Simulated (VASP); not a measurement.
Input of a VASP 6.6.1 run:

Contents of POSCAR:

```
HfO2
1.0
   -0.0255750000      2.5575000000      2.5575000000
    2.5575000000     -0.0255750000      2.5575000000
    2.5319250000      2.5319250000      0.0000000000
Hf O
1 2
Direct
    0.0000000000      0.0000000000      0.0000000000
    0.2500000000      0.2500000000      0.2500000000
    0.7500000000      0.7500000000      0.7500000000
```

Contents of INCAR.step1:

```
ALGO = Normal
EDIFF = 1E-4
ENCUT = 520
GGA = PE
ISMEAR = 0
LASPH = T
LCHARG = F
LREAL = F
LWAVE = T
NBANDS = 18
NELM = 100
PREC = Accurate
SIGMA = 0.05
```

The input INCAR.step2:

```
ALGO = Normal
EDIFF = 1E-7
ENCUT = 520
ISIF = 2
ISMEAR = 0
ISTART = 1
LASPH = T
LCHARG = T
LELF = T
LMIXTAU = T
LREAL = F
LVHAR = T
LWAVE = F
METAGGA = R2SCAN
NBANDS = 18
NELM = 100
PREC = Accurate
SIGMA = 0.05
```

File KPOINTS:

```
k-points
0
Gamma
  8 8 8
```

Potentials or basis: VASP PAW PBE potentials, release 64 (Hf_pv, O).

Run with:

```console
$ cat potpaw_PBE.64/Hf_pv/POTCAR potpaw_PBE.64/O/POTCAR > POTCAR
$ cp INCAR.step1 INCAR
$ mpirun -np 1 vasp_std > vasp.out
$ cp INCAR.step2 INCAR
$ mpirun -np 1 vasp_std > vasp.out
```

(1) Predict the pressure.

(2) Predict the largest force.

(3) What does it give for the band gap on the k mesh?

Results:

(1) -12.0 GPa.

(2) 0.098 eV/Å.

(3) 4.22 eV, direct.

Caveat: the cell differs from its parent crystal (strain -0.0200 x Voigt [0, 0, 0, 0, 0, 1]); the PAW data sets were made with another functional, which shifts forces and pressure a little; spin-orbit coupling is left out, which moves the levels of the heavy elements.
